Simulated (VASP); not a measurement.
# CaIn2Sn2 (P6_3/mmc) in VASP: single point with PBE

Aim: the single point of CaIn2Sn2 with PBE.

All numbers are computed with VASP 6.6.1; they aren't measurements. Logs are shortened: lines on timing, memory, paths and dates and some standing lists are left out, and cuts for length are marked.

## Step 1: The cell of the first run

It takes space group P6_3/mmc (No. 194, hexagonal). Conventional cell: a = 4.233 Å, b = 4.233 Å, c = 18.087 Å, α = 90.00°, β = 90.00°, γ = 120.00°. In (site symmetry 3m) has 3 Sn at 2.74 Å and 1 In at 2.82 Å within 3.6 Å. Within 3.6 Å of Sn (site symmetry 3m) lie 3 In at 2.74 Å and 3 Ca at 3.08 Å. Ca (site symmetry -3m) has 6 Sn at 3.08 Å and 6 In at 3.96 Å and 6 Ca at 4.23 Å within 4.3 Å.

## Step 2: Single point, PBE

Contents of INCAR:

```
ALGO = Normal ; EDIFF = 1E-6
ENCUT = 520 ; GGA = PE
ISIF = 2 ; ISMEAR = -1
LASPH = T ; LCHARG = T
LELF = T ; LREAL = F
LVHAR = T ; LWAVE = F
NBANDS = 75 ; NELM = 80
PREC = Accurate ; SIGMA = 0.1
```

Contents of KPOINTS:

```
k-points
0
Gamma
  5 5 1
```

Contents of POSCAR:

```
CaIn2Sn2
1.0
    4.2326080000      0.0000000000      0.0000000000
   -2.1163040000      3.6655500000      0.0000000000
    0.0000000000      0.0000000000     18.0866900000
In Sn Ca
4 4 2
Direct
    0.3333300000      0.6666700000      0.1719800000
    0.6666700000      0.3333300000      0.6719800000
    0.3333300000      0.6666700000      0.3280200000
    0.6666700000      0.3333300000      0.8280200000
    0.3333300000      0.6666700000      0.6036200000
    0.6666700000      0.3333300000      0.1036200000
    0.3333300000      0.6666700000      0.8963800000
    0.6666700000      0.3333300000      0.3963800000
    0.0000000000      0.0000000000      0.0000000000
    0.0000000000      0.0000000000      0.5000000000
```

Potentials or basis: VASP PAW PBE potentials, release 64 (In_d, Sn_d, Ca_sv).

Started as:

```console
> cat potpaw_PBE.64/In_d/POTCAR potpaw_PBE.64/Sn_d/POTCAR potpaw_PBE.64/Ca_sv/POTCAR > POTCAR
> mpirun -np 1 vasp_std > vasp.out
```

OUTCAR:

```text
EDIFF = 1E-6
   ENCUT = 520
   GGA = PE
   ISIF = 2
   ISMEAR = -1
   LASPH = T
   LREAL = F
   NELM = 80
   PREC = Accurate

 ion  position               nearest neighbor table
   1  0.333  0.667  0.172-   6 2.74   6 2.74   6 2.74   3 2.82
   2  0.667  0.333  0.672-   5 2.74   5 2.74   5 2.74   4 2.82
   3  0.333  0.667  0.328-   8 2.74   8 2.74   8 2.74   1 2.82
   4  0.667  0.333  0.828-   7 2.74   7 2.74   7 2.74   2 2.82
   5  0.333  0.667  0.604-   2 2.74   2 2.74   2 2.74  10 3.08  10 3.08  10 3.08
   6  0.667  0.333  0.104-   1 2.74   1 2.74   1 2.74   9 3.08   9 3.08   9 3.08
   7  0.333  0.667  0.896-   4 2.74   4 2.74   4 2.74   9 3.08   9 3.08   9 3.08
   8  0.667  0.333  0.396-   3 2.74   3 2.74   3 2.74  10 3.08  10 3.08  10 3.08
   9  0.000  0.000  0.000-   6 3.08   7 3.08   6 3.08   7 3.08   6 3.08   7 3.08
  10  0.000  0.000  0.500-   5 3.08   8 3.08   8 3.08   5 3.08   8 3.08   5 3.08

  LATTYP: Found a hexagonal cell.
 ALAT       =     4.2326080000
 C/A-ratio  =     4.2731786171

  Lattice vectors:

 A1 = (   4.2326080000,   0.0000000000,   0.0000000000)
 A2 = (  -2.1163040000,   3.6655500000,   0.0000000000)
 A3 = (   0.0000000000,   0.0000000000,  18.0866900000)

Analysis of symmetry for initial positions (statically):
=====================================================================
 Subroutine PRICEL returns:
 Original cell was already a primitive cell.

 Routine SETGRP: Setting up the symmetry group for a
 hexagonal supercell.

 Subroutine GETGRP returns: Found  8 space group operations
 (whereof  4 operations were pure point group operations)
 out of a pool of 24 trial point group operations.

The static configuration has the point symmetry C_2h.
 The point group associated with its full space group is D_2h.

Analysis of symmetry for dynamics (positions and initial velocities):
=====================================================================
 Subroutine PRICEL returns:
 Original cell was already a primitive cell.

 Routine SETGRP: Setting up the symmetry group for a
 hexagonal supercell.

 Subroutine GETGRP returns: Found  8 space group operations
 (whereof  4 operations were pure point group operations)
 out of a pool of 24 trial point group operations.

The dynamic configuration has the point symmetry C_2h.
 The point group associated with its full space group is D_2h.

 Subroutine INISYM returns: Found  8 space group operations
 (whereof  4 operations are pure point group operations),
 and found     1 'primitive' translations

----------------------------------------------------------------------------------------

                                     Primitive cell

  volume of cell :     280.6120

  direct lattice vectors                    reciprocal lattice vectors
     4.232608000  0.000000000  0.000000000     0.236260953  0.136405178  0.000000000
    -2.116304000  3.665550000  0.000000000     0.000000000  0.272810356  0.000000000
     0.000000000  0.000000000 18.086690000     0.000000000  0.000000000  0.055289276

  length of vectors
     4.232608000  4.232611419 18.086690000     0.272810576  0.272810356  0.055289276

  position of ions in fractional coordinates (direct lattice)
     0.333330000  0.666670000  0.171980000
     0.666670000  0.333330000  0.671980000
     0.333330000  0.666670000  0.328020000
     0.666670000  0.333330000  0.828020000
     0.333330000  0.666670000  0.603620000
     0.666670000  0.333330000  0.103620000
     0.333330000  0.666670000  0.896380000
     0.666670000  0.333330000  0.396380000
     0.000000000  0.000000000  0.000000000
     0.000000000  0.000000000  0.500000000

  ion indices of the primitive-cell ions
   primitive index   ion index
                 1           1
                 2           2
                 3           3
                 4           4
                 5           5
                 6           6
                 7           7
                 8           8
                 9           9
                10          10

----------------------------------------------------------------------------------------

 KPOINTS: k-points

Automatic generation of k-mesh.
 Grid dimensions read from file:
 generate k-points for:    5    5    1

 Generating k-lattice:

  Cartesian coordinates                     Fractional coordinates (reciprocal lattice)
     0.047252191  0.027281036  0.000000000     0.200000000 -0.000000000  0.000000000
     0.000000000  0.054562071  0.000000000     0.000000000  0.200000000  0.000000000
     0.000000000  0.000000000  0.055289276     0.000000000  0.000000000  1.000000000

  Length of vectors
     0.054562115  0.054562071  0.055289276

  Shift w.r.t. Gamma in fractional coordinates (k-lattice)
     0.000000000  0.000000000  0.000000000

 Subroutine IBZKPT returns following result:
 ===========================================

 Found      9 irreducible k-points:

 Following reciprocal coordinates:
            Coordinates               Weight
  0.000000  0.000000  0.000000      1.000000
  0.200000  0.000000  0.000000      4.000000
 -0.200000  0.200000  0.000000      2.000000
  0.400000  0.000000  0.000000      4.000000
 -0.400000  0.400000  0.000000      2.000000
  0.200000  0.200000  0.000000      2.000000
 -0.200000  0.400000  0.000000      4.000000
  0.400000  0.200000  0.000000      4.000000
  0.400000  0.400000  0.000000      2.000000
   k-points           NKPTS =      9   k-points in BZ     NKDIM =      9   number of bands    NBANDS=     75
   number of dos      NEDOS =    301   number of ions     NIONS =     10
   total plane-waves  NPLWV = 143360
   dimension x,y,z NGX =    32 NGY =   32 NGZ =  140
   dimension x,y,z NGXF=    64 NGYF=   64 NGZF=  280
   ions per type =               4   4   2
   NGX,Y,Z   is equivalent  to a cutoff of  12.57, 12.57, 12.87 a.u.
   NGXF,Y,Z  is equivalent  to a cutoff of  25.14, 25.14, 25.74 a.u.
 SYSTEM =  unknown system
   PREC   = accura    normal or accurate (medium, high low for compatibility)
   ISTART =      0    job   : 0-new  1-cont  2-samecut
   ICHARG =      2    charge: 1-file 2-atom 10-const
   ISPIN  =      1    spin polarized calculation?
   LNONCOLLINEAR =      F non collinear calculations
   LSORBIT =      F    spin-orbit coupling
   LASPH  =      T    aspherical Exc in radial PAW
   ENCUT  =  520.0 eV  38.22 Ry    6.18 a.u.   7.87  7.87 33.63*2*pi/ulx,y,z
   NELM   =     80;   NELMIN=  2; NELMDL= -5     # of ELM steps
   EDIFF  = 0.1E-05   stopping-criterion for ELM
   LREAL  =      F    real-space projection
   EDIFFG = 0.1E-04   stopping-criterion for IOM
   NSW    =      0    number of steps for IOM
   IBRION =     -1    ionic relax: 0-MD 1-quasi-New 2-CG
   NFREE  =      0    steps in history (QN), initial steepest desc. (CG)
   ISIF   =      2    stress and relaxation
   ISYM   =      2    0-nonsym 1-usesym 2-fastsym
   POTIM  = 0.5000    time-step for ionic-motion
   TEBEG  =    0.0;   TEEND  =   0.0 temperature during run
   PSTRESS=    0.0 pullay stress
   NELECT =     128.0000    total number of electrons
   NUPDOWN=      -1.0000    fix difference up-down
   EMIN   =  10.00;   EMAX   =-10.00  energy-range for DOS
   EFERMI =   0.00;   METHOD = LEGACY
   ISMEAR =    -1;   SIGMA  =   0.10  broadening in eV -4-tet -1-fermi 0-gaus
   EFERMI_NEDOS =   21; number of points for ismear=-14 and -15
   IALGO  =     38    algorithm
   IMIX   =      4    mixing-type and parameters
     AMIX     =   0.40;   BMIX     =  1.00
     AMIX_MAG =   1.60;   BMIX_MAG =  1.00
  volume/ion in A,a.u.               =      28.06       189.37
  Fermi-wavevector in a.u.,A,eV,Ry     =   1.260209  2.381451 21.607790  1.588128
  Thomas-Fermi vector in A             =   2.393731
   LORBIT       =      0    0 simple, 1 ext, 2 COOP (PROOUT), +10 PAW based schemes
   GGA     = PE    functional components
   LHFCALC =     F    Hartree Fock is set to
   AEXX    =    0.0000 exact exchange contribution
   IVDW    =     0    specifies the selected vdW correction
   LEPSILON=     F    determine dielectric tensor
   LRPA    =     F    only Hartree local field effects (RPA)
 non-spin polarized calculation
  energy-cutoff  :      520.00
  volume of cell :      280.61
 maximum number of plane-waves:      7590
   NGX = 15   NGY = 15   NGZ = 67

 number of electron     127.9999991 magnetization

 Free energy of the ion-electron system (eV)
  ---------------------------------------------------
  ext. energy  EPLUGINS =         0.00000000
  ---------------------------------------------------
  free energy    TOTEN  =       -29.25002586 eV

  energy without entropy =      -28.98186930  energy(sigma->0) =      -29.11594758

 E-fermi :   5.9255     XC(G=0):  -9.6364

 val. band max:        5.9035095497   @ k =  -0.4000   0.4000   0.0000
 cond. band min:       5.9318654576   @ k =  -0.2000   0.2000   0.0000
 fundamental gap:      0.0283559079
 Fermi energy:         5.9255305129

 k-point     1 :       0.0000    0.0000    0.0000
  band No.  band energies     occupation
      1     -34.8103      2.00000
      2     -34.8103      2.00000
      3     -15.9280      2.00000
      4     -15.9280      2.00000
      5     -15.8692      2.00000
      6     -15.8692      2.00000
[... 67 lines left out ...]
     74       9.5867      0.00000
     75       9.6075      0.00000

 k-point     2 :       0.2000    0.0000    0.0000
  band No.  band energies     occupation
      1     -34.8090      2.00000
      2     -34.8090      2.00000
      3     -15.9350      2.00000
      4     -15.9350      2.00000
      5     -15.8816      2.00000
      6     -15.8816      2.00000
[... 538 lines left out ...]
 k-point     9 :       0.4000    0.4000    0.0000
  band No.  band energies     occupation
      1     -34.8064      2.00000
      2     -34.8064      2.00000
      3     -15.9495      2.00000
      4     -15.9495      2.00000
      5     -15.9028      2.00000
      6     -15.9028      2.00000
[... 67 lines left out ...]
     74       9.7972      0.00000
     75      10.1403      0.00000

------------------------ aborting loop because EDIFF is reached ----------------------------------------

  FORCE on cell =-STRESS in cart. coord.  units (eV):
  Direction    XX          YY          ZZ          XY          YZ          ZX
  --------------------------------------------------------------------------------------
  -------------------------------------------------------------------------------------
  Total       16.6334992     16.6348755     13.7761977      0.0011608      0.0000000      0.0000000
  in kB       94.9703226     94.9781804     78.6563259      0.0066279      0.0000000      0.0000000
  external PRESSURE =      89.5349430 kB  Pullay stress =       0.0000000 kB

 VOLUME and BASIS-vectors are now :
 -----------------------------------------------------------------------------
  energy-cutoff  :      520.00
  volume of cell :      280.61
      direct lattice vectors                 reciprocal lattice vectors
     4.232608000  0.000000000  0.000000000     0.236260953  0.136405178  0.000000000
    -2.116304000  3.665550000  0.000000000     0.000000000  0.272810356  0.000000000
     0.000000000  0.000000000 18.086690000     0.000000000  0.000000000  0.055289276

 POSITION                                       TOTAL-FORCE (eV/Angst)
 -----------------------------------------------------------------------------------
     -0.00002      2.44371      3.11055         0.000244     -0.000141      0.783190
      2.11633      1.22184     12.15389        -0.000244      0.000141      0.783190
     -0.00002      2.44371      5.93280         0.000244     -0.000141     -0.783190
      2.11633      1.22184     14.97614        -0.000244      0.000141     -0.783190
     -0.00002      2.44371     10.91749         0.000304     -0.000175     -0.206076
      2.11633      1.22184      1.87414        -0.000304      0.000175     -0.206076
     -0.00002      2.44371     16.21255         0.000304     -0.000175      0.206076
      2.11633      1.22184      7.16920        -0.000304      0.000175      0.206076
      0.00000      0.00000      0.00000         0.000000      0.000000     -0.000000
      0.00000      0.00000      9.04335        -0.000000      0.000000     -0.000000
 -----------------------------------------------------------------------------------
    total drift:                                0.000000     -0.000000      0.000000

  FREE ENERGIE OF THE ION-ELECTRON SYSTEM (eV)
  ---------------------------------------------------
  free  energy   TOTEN  =       -29.2500258587 eV

  energy  without entropy=      -28.9818693038  energy(sigma->0) =      -29.11594758
```

It took 13 min on 1 thread of AMD EPYC, shared host; peak memory 0.42 GiB.

What came out:

- Free energy: -29.2500 eV
- Pressure: 9.0 GPa
- Largest force: 0.783 eV/Å
- Band gap on the k mesh: zero (bands 64 and 65 overlap by 2.31 eV)

Forces in eV/Å, atoms in the order of the input:
```
In   0.000  0.000  0.783
In   0.000  0.000  0.783
In   0.000  0.000 -0.783
In   0.000  0.000 -0.783
Sn   0.000  0.000 -0.206
Sn   0.000  0.000 -0.206
Sn   0.000  0.000  0.206
Sn   0.000  0.000  0.206
Ca   0.000  0.000  0.000
Ca   0.000  0.000  0.000
```

Stress tensor (GPa, compression positive):
```
9.50 0.00 0.00
0.00 9.50 0.00
0.00 0.00 7.87
```

Caveat: the cell stands under pressure; spin-orbit coupling is left out, which moves the levels of the heavy elements.
